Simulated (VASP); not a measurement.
Set up this calculation in VASP 6.6.1, as the native input.

```yaml
Task: single point
Functional: PBEsol
Potentials_or_basis: VASP PAW PBE potentials, release 64 (In_d, Sb)
Cutoff: 520 eV
k_mesh: 10 × 10 × 10
Occupations: gaussian, width 0.15 eV
Spin: no spin polarisation
Dipole_correction: no
Further_INCAR_settings: ALGO = Normal; EDIFF = 1e-06; NBANDS = 22
```

The structure of InSb3 lies in POSCAR:

```
InSb3
1.0
    4.7282366893      0.0000000000      0.0000000000
    0.0000000000      4.7282366893      0.0000000000
    0.0000000000      0.0000000000      4.7282366893
In Sb
1 3
Direct
   -0.0224324678     -0.0224324678      0.0000000000
    0.5000000000      0.0000000000      0.5000000000
    0.0000000000      0.5000000000      0.5000000000
    0.5000000000      0.5000000000      0.0000000000
```

This cell differs from its parent crystal: all In atoms moved -0.150 Å, as atom 1 along Cartesian [1 1 0].

One way to write it, as run:

INCAR

```
SYSTEM = InSb3
  PREC = Accurate
  ENCUT = 520
  EDIFF = 1E-6
  ISMEAR = 0
  SIGMA = 0.15
  LREAL = .False.
  LASPH = .True.
  NELM = 60
  ALGO = Normal
  ISIF = 2
  LWAVE = .False.
  LCHARG = .True.
  GGA = PS
  LELF = .True.
  LVHAR = .True.
  NBANDS = 22
```

KPOINTS

```
Automatic mesh
0
Gamma
  10 10 10
  0 0 0
```

Potentials or basis: VASP PAW PBE potentials, release 64 (In_d, Sb).

Command:

```console
$ cat potpaw_PBE.64/In_d/POTCAR potpaw_PBE.64/Sb/POTCAR > POTCAR
$ mpirun -np 1 vasp_std > vasp.out
```

It gave:

The pressure is 0.2 GPa and the largest force is 0.249 eV/Å. The band gap on the k mesh is zero (bands 14 and 15 overlap by 4.89 eV).

Caveat: the cell differs from its parent crystal (all In atoms moved -0.150 Å, as atom 1 along Cartesian [1 1 0]); the PAW data sets were made with another functional, which shifts forces and pressure a little; spin-orbit coupling is left out, which moves the levels of the heavy elements.

Run time: 2.4 min on 1 thread of AMD EPYC 9R45 96-Core Processor (Zen 5), on a shared host, peak memory 0.48 GiB.
